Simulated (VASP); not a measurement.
A run of VASP 6.6.1:

The input INCAR:

```
SYSTEM = CaSe
  PREC = Accurate
  ENCUT = 520
  EDIFF = 1E-6
  ISMEAR = -1
  SIGMA = 0.02
  LREAL = .False.
  LASPH = .True.
  NELM = 80
  ALGO = Normal
  ISIF = 2
  LWAVE = .False.
  LCHARG = .False.
  GGA = PE
  NBANDS = 15
```

File KPOINTS:

```
regular mesh
0
Gamma
  6 6 6
  0 0 0
```

Contents of POSCAR:

```
CaSe
1.0
    0.0000000000      3.2303679506      3.2303679506
    3.2303679506      0.0000000000      3.2303679506
    3.2303679506      3.2303679506      0.0000000000
Ca Se
1 1
Direct
    0.0000000000      0.0000000000      0.0000000000
    0.2500000000      0.2500000000      0.2500000000
```

Potentials or basis: VASP PAW PBE potentials, release 64 (Ca_sv, Se).

Run with:

```bash
$ cat potpaw_PBE.64/Ca_sv/POTCAR potpaw_PBE.64/Se/POTCAR > POTCAR
$ mpirun -np 1 vasp_std > vasp.out
```

Hardware: 1 thread of Intel Xeon 8259CL, on a shared host.

Question: Estimate the wall time of this run.

Answer: Run time: 34 s on 1 thread of Intel Xeon 8259CL (shared host), peak memory 0.21 GiB. Counts: scf iterations 14, k points 16.
